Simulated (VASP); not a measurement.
# Mg (P6_3/mmc) in VASP: relaxation of cell and atoms with r2SCAN

Aim: the relaxation of cell and atoms of Mg with r2SCAN.

Everything below comes from runs of VASP 6.6.1. Logs are shortened: lines on timing, memory, paths and dates and some standing lists are left out, and cuts for length are marked.

## (1) The cell of the first run

The structure is hexagonal, space group P6_3/mmc (No. 194). Conventional cell: a = 3.209 Å, b = 3.209 Å, c = 5.210 Å, α = 90.00°, β = 90.00°, γ = 120.00°. Mg (site symmetry -6m2) has 12 Mg at 3.20 to 3.21 Å within 4.2 Å.

## (2) Relaxation of cell and atoms, r2SCAN

Input file POSCAR:

```
Mg
1.0
    3.2092715325      0.0000000000      0.0000000000
   -1.6046357662      2.7793106748      0.0000000000
    0.0000000000      0.0000000000      5.2103300000
Mg
2
Direct
    0.3333333333      0.6666666667      0.2500000000
    0.6666666667      0.3333333333      0.7500000000
```

Input file INCAR.step1:

```
SYSTEM = Mg
PREC = Accurate
ENCUT = 600
ISMEAR = -1
SIGMA = 0.1
LREAL = .False.
LASPH = .True.
NELM = 60
GGA = PE
ALGO = Normal
EDIFF = 1E-4
LWAVE = .True.
LCHARG = .False.
```

Input file INCAR.step2:

```
SYSTEM = Mg
PREC = Accurate
ENCUT = 600
EDIFF = 1E-6
ISMEAR = -1
SIGMA = 0.1
LREAL = .False.
LASPH = .True.
NELM = 60
ALGO = Normal
ISIF = 3
LWAVE = .False.
LCHARG = .False.
METAGGA = R2SCAN
LMIXTAU = .True.
IBRION = 2
NSW = 80
EDIFFG = -0.01
ISTART = 1
```

Input file KPOINTS:

```
Automatic mesh
0
Gamma
  11 11 6
  0 0 0
```

Potentials or basis: VASP PAW PBE potentials, release 64 (Mg).

Started as:

```sh
$ cat potpaw_PBE.64/Mg/POTCAR > POTCAR
$ cp INCAR.step1 INCAR
$ mpirun -np 1 vasp_std > vasp.out
$ cp INCAR.step2 INCAR
$ mpirun -np 1 vasp_std > vasp.out
```

OUTCAR:

```text
SYSTEM = Mg
   PREC = Accurate
   ENCUT = 600
   EDIFF = 1E-6
   ISMEAR = -1
   LREAL = .False.
   LASPH = .True.
   NELM = 60
   ISIF = 3
   METAGGA = R2SCAN
   IBRION = 2
   NSW = 80
   EDIFFG = -0.01
   ISTART = 1

 ion  position               nearest neighbor table
   1  0.333  0.667  0.250-   2 3.20   2 3.20   2 3.20   2 3.20   2 3.20   2 3.20
   2  0.667  0.333  0.750-   1 3.20   1 3.20   1 3.20   1 3.20   1 3.20   1 3.20

  LATTYP: Found a hexagonal cell.
 ALAT       =     3.2092715325
 C/A-ratio  =     1.6235242008

  Lattice vectors:

 A1 = (   3.2092715325,   0.0000000000,   0.0000000000)
 A2 = (  -1.6046357662,   2.7793106748,   0.0000000000)
 A3 = (   0.0000000000,   0.0000000000,   5.2103300000)

Analysis of symmetry for initial positions (statically):
=====================================================================
 Subroutine PRICEL returns:
 Original cell was already a primitive cell.

 Routine SETGRP: Setting up the symmetry group for a
 hexagonal supercell.

 Subroutine GETGRP returns: Found 24 space group operations
 (whereof 12 operations were pure point group operations)
 out of a pool of 24 trial point group operations.

The static configuration has the point symmetry D_3d.
 The point group associated with its full space group is D_6h.

Analysis of symmetry for dynamics (positions and initial velocities):
=====================================================================
 Subroutine PRICEL returns:
 Original cell was already a primitive cell.

 Routine SETGRP: Setting up the symmetry group for a
 hexagonal supercell.

 Subroutine GETGRP returns: Found 24 space group operations
 (whereof 12 operations were pure point group operations)
 out of a pool of 24 trial point group operations.

The dynamic configuration has the point symmetry D_3d.
 The point group associated with its full space group is D_6h.

 Subroutine INISYM returns: Found 24 space group operations
 (whereof 12 operations are pure point group operations),
 and found     1 'primitive' translations

----------------------------------------------------------------------------------------

                                     Primitive cell

  volume of cell :      46.4739

  direct lattice vectors                    reciprocal lattice vectors
     3.209271532  0.000000000  0.000000000     0.311597193  0.179900723  0.000000000
    -1.604635766  2.779310675  0.000000000     0.000000000  0.359801446  0.000000000
     0.000000000  0.000000000  5.210330000     0.000000000  0.000000000  0.191926423

  length of vectors
     3.209271532  3.209271532  5.210330000     0.359801446  0.359801446  0.191926423

  position of ions in fractional coordinates (direct lattice)
     0.333333333  0.666666667  0.250000000
     0.666666667  0.333333333  0.750000000

  ion indices of the primitive-cell ions
   primitive index   ion index
                 1           1
                 2           2

----------------------------------------------------------------------------------------

 KPOINTS: Automatic mesh

Automatic generation of k-mesh.
 Grid dimensions read from file:
 generate k-points for:   11   11    6

 Generating k-lattice:

  Cartesian coordinates                     Fractional coordinates (reciprocal lattice)
     0.028327018  0.016354611  0.000000000     0.090909091  0.000000000  0.000000000
     0.000000000  0.032709222  0.000000000     0.000000000  0.090909091  0.000000000
     0.000000000  0.000000000  0.031987737     0.000000000  0.000000000  0.166666667

  Length of vectors
     0.032709222  0.032709222  0.031987737

  Shift w.r.t. Gamma in fractional coordinates (k-lattice)
     0.000000000  0.000000000  0.000000000

 Subroutine IBZKPT returns following result:
 ===========================================

 Found     64 irreducible k-points:

 Following reciprocal coordinates:
            Coordinates               Weight
  0.000000  0.000000  0.000000      1.000000
  0.090909  0.000000  0.000000      6.000000
  0.181818 -0.000000  0.000000      6.000000
  0.272727  0.000000  0.000000      6.000000
  0.363636  0.000000  0.000000      6.000000
  0.454545  0.000000  0.000000      6.000000
[... 16 lines left out ...]
  0.090909  0.090909  0.166667     12.000000
  0.181818  0.090909  0.166667     24.000000
 [... further k-points ...]
   k-points           NKPTS =     64   k-points in BZ     NKDIM =     64   number of bands    NBANDS=      6
   number of dos      NEDOS =    301   number of ions     NIONS =      2
   total plane-waves  NPLWV =  32928
   dimension x,y,z NGX =    28 NGY =   28 NGZ =   42
   dimension x,y,z NGXF=    56 NGYF=   56 NGZF=   84
   ions per type =               2
   NGX,Y,Z   is equivalent  to a cutoff of  14.50, 14.50, 13.40 a.u.
   NGXF,Y,Z  is equivalent  to a cutoff of  29.01, 29.01, 26.80 a.u.
 SYSTEM =  Mg
   PREC   = accura    normal or accurate (medium, high low for compatibility)
   ISTART =      1    job   : 0-new  1-cont  2-samecut
   ICHARG =      0    charge: 1-file 2-atom 10-const
   ISPIN  =      1    spin polarized calculation?
   LNONCOLLINEAR =      F non collinear calculations
   LSORBIT =      F    spin-orbit coupling
   LASPH  =      T    aspherical Exc in radial PAW
   ENCUT  =  600.0 eV  44.10 Ry    6.64 a.u.   6.41  6.41 10.41*2*pi/ulx,y,z
   NELM   =     60;   NELMIN=  2; NELMDL=  0     # of ELM steps
   EDIFF  = 0.1E-05   stopping-criterion for ELM
   LREAL  =      F    real-space projection
   EDIFFG = -.1E-01   stopping-criterion for IOM
   NSW    =     80    number of steps for IOM
   IBRION =      2    ionic relax: 0-MD 1-quasi-New 2-CG
   NFREE  =      1    steps in history (QN), initial steepest desc. (CG)
   ISIF   =      3    stress and relaxation
   ISYM   =      2    0-nonsym 1-usesym 2-fastsym
   POTIM  = 0.5000    time-step for ionic-motion
   TEBEG  =    0.0;   TEEND  =   0.0 temperature during run
   PSTRESS=    0.0 pullay stress
   NELECT =       4.0000    total number of electrons
   NUPDOWN=      -1.0000    fix difference up-down
   EMIN   =  10.00;   EMAX   =-10.00  energy-range for DOS
   EFERMI =   0.00;   METHOD = LEGACY
   ISMEAR =    -1;   SIGMA  =   0.10  broadening in eV -4-tet -1-fermi 0-gaus
   EFERMI_NEDOS =   21; number of points for ismear=-14 and -15
   IALGO  =     38    algorithm
   IMIX   =      4    mixing-type and parameters
     AMIX     =   0.40;   BMIX     =  1.00
     AMIX_MAG =   1.60;   BMIX_MAG =  1.00
  volume/ion in A,a.u.               =      23.24       156.81
  Fermi-wavevector in a.u.,A,eV,Ry     =   0.722812  1.365916  7.108458  0.522457
  Thomas-Fermi vector in A             =   1.812869
   LORBIT       =      0    0 simple, 1 ext, 2 COOP (PROOUT), +10 PAW based schemes
   METAGGA = R2SCAN    functional components
   LHFCALC =     F    Hartree Fock is set to
   AEXX    =    0.0000 exact exchange contribution
   IVDW    =     0    specifies the selected vdW correction
   LEPSILON=     F    determine dielectric tensor
   LRPA    =     F    only Hartree local field effects (RPA)
 conjugate gradient relaxation of ions
 non-spin polarized calculation
  energy-cutoff  :      600.00
  volume of cell :       46.47
 maximum number of plane-waves:      1571
 NGX is ok and might be reduce to    28
   NGX = 13   NGY = 13   NGZ = 21

--------------------------------------- Ionic step        1  -------------------------------------------

 number of electron       4.0000000 magnetization

 Free energy of the ion-electron system (eV)
  ---------------------------------------------------
  ext. energy  EPLUGINS =         0.00000000
  ---------------------------------------------------
  free energy    TOTEN  =        -8.31556833 eV

  energy without entropy =       -8.29944769  energy(sigma->0) =       -8.30750801

------------------------ aborting loop because EDIFF is reached ----------------------------------------

  FORCE on cell =-STRESS in cart. coord.  units (eV):
  Direction    XX          YY          ZZ          XY          YZ          ZX
  --------------------------------------------------------------------------------------
  -------------------------------------------------------------------------------------
  Total       -0.3843331     -0.3843331     -0.4019173     -0.0000000      0.0000000      0.0000000
  in kB      -13.2498062    -13.2498062    -13.8560196     -0.0000000      0.0000000      0.0000000
  external PRESSURE =     -13.4518773 kB  Pullay stress =       0.0000000 kB
[... 57 lines left out ...]
  energy  without entropy=       -8.3067511277  energy(sigma->0) =       -8.31455854

--------------------------------------- Ionic step        3  -------------------------------------------

 number of electron       4.0000000 magnetization

 Free energy of the ion-electron system (eV)
  ---------------------------------------------------
  ext. energy  EPLUGINS =         0.00000000
  ---------------------------------------------------
  free energy    TOTEN  =        -8.32268064 eV

  energy without entropy =       -8.30718272  energy(sigma->0) =       -8.31493168

 E-fermi :   2.7713     XC(G=0):  -9.1149

 val. band max:        2.7061862905   @ k =   0.1818   0.0909   0.0000
 cond. band min:       2.7745517645   @ k =   0.1818   0.1818   0.0000
 fundamental gap:      0.0683654740
 Fermi energy:         2.7712859026

 k-point     1 :       0.0000    0.0000    0.0000
  band No.  band energies     occupation
      1      -4.7243      2.00000
      2       0.8252      2.00000
      3       1.5793      1.99999
      4      14.6030      0.00000
      5      14.6030      0.00000
      6      14.8086      0.00000

 k-point     2 :       0.0909    0.0000    0.0000
  band No.  band energies     occupation
      1      -4.5485      2.00000
      2       0.9873      2.00000
      3       1.7461      1.99993
      4      11.9179      0.00000
      5      13.2464      0.00000
      6      14.0772      0.00000
[... 190 lines left out ...]
 k-point    24 :       0.1818    0.0909    0.1667
  band No.  band energies     occupation
      1      -3.3339      2.00000
      2       0.5552      2.00000
      3       4.3784      0.00000
      4       7.8403      0.00000
      5       9.5474      0.00000
      6      11.5501      0.00000

 [... further k-points ...]
[... 5 lines left out ...]
  --------------------------------------------------------------------------------------
  -------------------------------------------------------------------------------------
  Total       -0.0008884     -0.0008884     -0.0100215     -0.0000000      0.0000000      0.0000000
  in kB       -0.0317308     -0.0317308     -0.3579262     -0.0000000      0.0000000      0.0000000
  external PRESSURE =      -0.1404626 kB  Pullay stress =       0.0000000 kB
[... 17 lines left out ...]
  FREE ENERGIE OF THE ION-ELECTRON SYSTEM (eV)
  ---------------------------------------------------
  free  energy   TOTEN  =        -8.3226806410 eV

  energy  without entropy=       -8.3071827181  energy(sigma->0) =       -8.31493168

 reached required accuracy - stopping structural energy minimisation
```

Wall time 2 min (1 thread of Intel Xeon Platinum 8488C (Sapphire Rapids), shared host); peak memory 0.21 GiB.

Results:

```yaml
Free_energy: -8.3227 eV
Relaxed_volume: 22.43 Å³/atom
Relaxed_cell: a = 3.172 Å, b = 3.172 Å, c = 5.147 Å, α = 90.00°, β = 90.00°, γ = 120.00°
Space_group_after_relaxing_to_0.05_Å: P6_3/mmc (No. 194)
Energy_gained_by_relaxing: 3.6 meV/atom
Ionic_steps: 3
Pressure_after_relaxing: 0.0 GPa
Band_gap_on_the_k_mesh: zero (band 2 reaches 3.65 eV, above the bottom of band 3 at 1.58 eV)
```

Step by step:
```tsv
step	energy change (eV)	largest force (eV/Å)	pressure (GPa)	volume (Å³)
1	0.0000	0.0000	-1.35	46.47
2	-0.0068	0.0000	-0.29	45.17
3	-0.0071	0.0000	-0.01	44.86
```

Final structure:
```yaml
crystal:
  lattice:
    - [3.17223, 0.00000, 0.00000]
    - [-1.58612, 2.74723, 0.00000]
    - [0.00000, 0.00000, 5.14744]
  atoms:
    - { symbol: Mg, position: [0.33333, 0.66667, 0.25000] }
    - { symbol: Mg, position: [0.66667, 0.33333, 0.75000] }
```

Caveat: the PAW data sets were made with another functional, which shifts forces and pressure a little.
